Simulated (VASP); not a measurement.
Write the native input for VASP 6.6.1 that does the following.

```
Task                   : single point
Functional             : PBE
Potentials or basis    : VASP PAW PBE potentials, release 64 (Gd, Re)
Cutoff                 : 520 eV
k mesh                 : 6 × 6 × 6
Occupations            : gaussian, width 0.05 eV
Spin                   : collinear spin, ferromagnetic start
Starting moments       : [7.79, 0.0] μB
Hubbard terms          : Gd f U = 6.0 eV
Dipole correction      : no
Further INCAR settings : ALGO = Normal; EDIFF = 1e-06; NBANDS = 24
```

The structure of GdRe lies in POSCAR:

```
GdRe
1.0
    3.4753604083      0.0000000000      0.0000000000
    0.0000000000      3.4753604083      0.0000000000
    0.0000000000      0.0000000000      3.4753604083
Gd Re
1 1
Direct
    0.0000000000      0.0000000000      0.0000000000
    0.5000000000      0.5000000000      0.5000000000
```

The input as run:

INCAR

```
ALGO = Normal
EDIFF = 1E-6
ENCUT = 520
GGA = PE
ISIF = 2
ISMEAR = 0
ISPIN = 2
LASPH = T
LCHARG = F
LDAU = T
LDAUJ = 0 0
LDAUL = 3 -1
LDAUPRINT = 1
LDAUTYPE = 2
LDAUU = 6 0
LMAXMIX = 6
LORBIT = 11
LREAL = F
LWAVE = F
MAGMOM = 7.79 0
NBANDS = 24
NELM = 150
PREC = Accurate
SIGMA = 0.05
```

KPOINTS

```
k-points
0
Gamma
  6 6 6
```

Potentials or basis: VASP PAW PBE potentials, release 64 (Gd, Re).

Command:

```sh
$ cat potpaw_PBE.64/Gd/POTCAR potpaw_PBE.64/Re/POTCAR > POTCAR
$ mpirun -np 1 vasp_std > vasp.out
```

Results of the run:

```json
{
  "Pressure": "0.6 GPa",
  "Net moment": "6.51 μB per cell",
  "Site moments": "Gd +6.90; Re -0.60 μB",
  "Valence electrons inside the program's atomic spheres": "Gd 15.34; Re 5.72"
}
```

Run time: 33 s on 1 thread of Intel(R) Xeon(R) 6975P-C (Granite Rapids), with other jobs on the host, peak memory 0.2 GiB.
